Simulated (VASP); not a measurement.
Write the native input for VASP 6.6.1 that does the following.

```
Task                   : single point
Functional             : PBE
Potentials or basis    : VASP PAW PBE potentials, release 64 (B)
Cutoff                 : 520 eV
k mesh                 : 4 × 4 × 4
Occupations            : gaussian, width 0.1 eV
Spin                   : no spin polarisation
Dipole correction      : no
Further INCAR settings : ALGO = Normal; EDIFF = 1e-07; NBANDS = 22
```

The structure of B lies in POSCAR:

```
B
1.0
    4.0098683480      0.0000000000      0.0000000000
    0.0000000000      4.0098683480      0.0000000000
    0.0000000000      0.0000000000      4.8554917450
B
8
Direct
    0.7912180920      0.5000000000      0.1898054778
    0.5000000000      0.7912180920      0.6898054778
    0.5000000000      0.2087819080      0.6898054778
    0.7912180920      0.5000000000      0.8101945222
    0.2087819080      0.5000000000      0.8101945222
    0.2087819080      0.5000000000      0.1898054778
    0.5000000000      0.7912180920      0.3101945222
    0.5000000000      0.2087819080      0.3101945222
```

One way to write it, as run:

INCAR

```
PREC = Accurate
ENCUT = 520
EDIFF = 1E-7
ISMEAR = 0
SIGMA = 0.1
LREAL = F
LASPH = T
NELM = 80
ALGO = Normal
ISIF = 2
LWAVE = F
LCHARG = T
GGA = PE
LELF = T
LVHAR = T
NBANDS = 22
```

KPOINTS

```
regular mesh
0
Gamma
  4 4 4
```

Potentials or basis: VASP PAW PBE potentials, release 64 (B).

Launch:

```console
$ cat potpaw_PBE.64/B/POTCAR > POTCAR
$ mpirun -np 1 vasp_std > vasp.out
```

Results of the run:

The pressure is 0.0 GPa and the band gap on the k mesh is zero (band 12 reaches 3.79 eV, above the bottom of band 13 at 2.18 eV).

Caveat: the k points lie up to 0.39 Å⁻¹ apart.

It took 60 s on 1 thread of AMD EPYC 7R13, on a shared host, peak memory 0.15 GiB.
